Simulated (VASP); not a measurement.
## Pd: single point with PBE

The system is Pd.

```xyz
1
Lattice="-1.5366 1.5366 1.5366 1.5366 -1.5366 1.5366 1.5366 1.5366 -1.5366" Properties=species:S:1:pos:R:3 pbc="T T T"
Pd    0.0000    0.0000    0.0000
```

This cell differs from its parent crystal: volume scaled by 0.94.

| Quantity | Value |
| --- | --- |
| Program | VASP 6.6.1 |
| Task | single point |
| Functional | PBE |
| Potentials or basis | VASP PAW PBE potentials, release 64 (Pd) |
| Cutoff | 520 eV |
| k mesh | 18 × 18 × 18 |
| Occupations | gaussian, width 0.1 eV |
| Spin | no spin polarisation |

```json
{"Pressure": "11.6 GPa", "Band gap on the k mesh": "zero (band 5 reaches 10.69 eV, above the bottom of band 6 at 8.97 eV)"}
```

Levels at points of the mesh, in eV from the Fermi level:
```csv
k point,band 2,band 3,band 4,band 5,band 6,band 7,band 8,band 9
"(0.00, 0.00, 0.00)",-3.04,-3.04,-3.04,-1.00,-1.00,19.42,19.42,19.42
"(0.50, 0.00, 0.00)",-4.28,-1.07,-0.75,0.63,1.38,8.11,15.19,18.07
"(0.50, 0.50, 0.50)",-5.40,0.23,0.23,0.23,9.32,9.32,9.32,17.91
```

Run time: 20 s on 1 thread of Intel(R) Xeon(R) Platinum 8375C CPU @ 2.90GHz (Ice Lake), on a shared host, peak memory 0.14 GiB.
